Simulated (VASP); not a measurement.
Set up this calculation in VASP 6.6.1, as the native input.

```
Task                   : single point
Functional             : PBEsol
Potentials or basis    : VASP PAW PBE potentials, release 64 (Ba_sv, Ti_sv, O)
Cutoff                 : 520 eV
k mesh                 : 4 × 4 × 4
Occupations            : gaussian, width 0.01 eV
Spin                   : no spin polarisation
Hubbard terms          : Ti d U = 6.0 eV
Dipole correction      : no
Further INCAR settings : ALGO = Normal; EDIFF = 1e-07; NBANDS = 28
```

The structure of BaTiO3 lies in POSCAR:

```
BaTiO3
1.0
    3.9855000000      0.0000000000      0.0000000000
    0.0000000000      2.8369000000      2.8451500000
    0.0000000000     -2.8369000000      2.8451500000
Ba Ti O
1 1 3
Direct
    0.0000000000      0.0000000000      0.0000000000
    0.5000000000      0.5124000000      0.5124000000
    0.0000000000      0.4874000000      0.4874000000
    0.5000000000      0.5052400000      0.9918400000
    0.5000000000      0.9918400000      0.5052400000
```

These files were run (other wordings do the same):

INCAR

```
SYSTEM = BaTiO3
PREC = Accurate ; ENCUT = 520
EDIFF = 1E-7 ; ISMEAR = 0
SIGMA = 0.01 ; LREAL = .FALSE.
LASPH = .TRUE. ; NELM = 150
ALGO = Normal ; ISIF = 2
LWAVE = .FALSE. ; LCHARG = .FALSE.
LMAXMIX = 4 ; LDAU = .TRUE.
LDAUTYPE = 2 ; LDAUL = -1 2 -1
LDAUU = 0 6 0 ; LDAUJ = 0 0 0
LDAUPRINT = 1 ; GGA = PS
NBANDS = 28
```

KPOINTS

```
Automatic mesh
0
G
  4 4 4
  0 0 0
```

Potentials or basis: VASP PAW PBE potentials, release 64 (Ba_sv, Ti_sv, O).

Run with:

```console
$ cat potpaw_PBE.64/Ba_sv/POTCAR potpaw_PBE.64/Ti_sv/POTCAR potpaw_PBE.64/O/POTCAR > POTCAR
$ mpirun -np 1 vasp_std > vasp.out
```

Results of the run:

| Quantity | Value |
| --- | --- |
| Pressure | 2.9 GPa |
| Largest force | 0.675 eV/Å |
| Band gap on the k mesh | 2.51 eV (least direct gap 2.76 eV) |

Caveat: the PAW data sets were made with another functional, which shifts forces and pressure a little; spin-orbit coupling is left out, which moves the levels of the heavy elements.

Wall time 82 s on 1 thread of Intel Xeon 8259CL, on a shared host, peak memory 0.19 GiB.
